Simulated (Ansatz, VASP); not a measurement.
## One calculation of Cu, two programs

```
Cu
1.0
     0.00000   -2.29226    0.00000
    -6.97385    0.00000  -21.74334
     5.75741    0.00000  -18.11945
Cu
1
Cartesian
  2.2976 -1.1461 -10.8717
```

Alike in both runs: task single point; functional PBE; dispersion D3(BJ); k mesh 25 × 3 × 6; occupations gaussian, width 0.15 eV; no spin polarisation.

```csv
,VASP,Ansatz
version,VASP 6.6.1,Ansatz 0.2.0
potentials or method,"VASP PAW PBE potentials, release 64 (Cu), cutoff 520 eV","scalar-relativistic, plane waves, PAW"
valence electrons in the cell,11,19
```

|  | VASP | Ansatz | Ansatz less VASP |
| --- | --- | --- | --- |
| gap on the k mesh at the Fermi level (eV) | none | none | - |
| pressure (GPa) | 0.0 | 0.0 | -0.01 |

A gap of «none» marks a metal or a gap that the smearing closes. VASP's potentials hold 11 valence electrons a cell and Ansatz's 19, so a difference there can come from the potentials and not from the codes. Ansatz's warnings: xc potential rough in thin density.
